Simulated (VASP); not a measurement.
Here is a VASP 6.6.1 calculation.

INCAR

```
ALGO = Normal
EDIFF = 1E-7
ENCUT = 520
GGA = PS
ISIF = 2
ISMEAR = -1
LASPH = True
LCHARG = False
LREAL = False
LWAVE = False
NBANDS = 12
NELM = 60
PREC = Accurate
SIGMA = 0.1
```

File KPOINTS:

```
k-points
0
Gamma
  9 9 9
```

File POSCAR:

```
Ag
1.0
    0.0000000000      2.0259936186      2.0259936186
    2.0259936186      0.0000000000      2.0259936186
    2.0259936186      2.0259936186      0.0000000000
Ag
1
Direct
    0.0000000000      0.0000000000      0.0000000000
```

Potentials or basis: VASP PAW PBE potentials, release 64 (Ag).

Run with:

```sh
$ cat potpaw_PBE.64/Ag/POTCAR > POTCAR
$ mpirun -np 1 vasp_std > vasp.out
```

Task: Estimate the pressure.

Result: -0.2 GPa.

Caveat: the PAW data sets were made with another functional, which shifts forces and pressure a little.
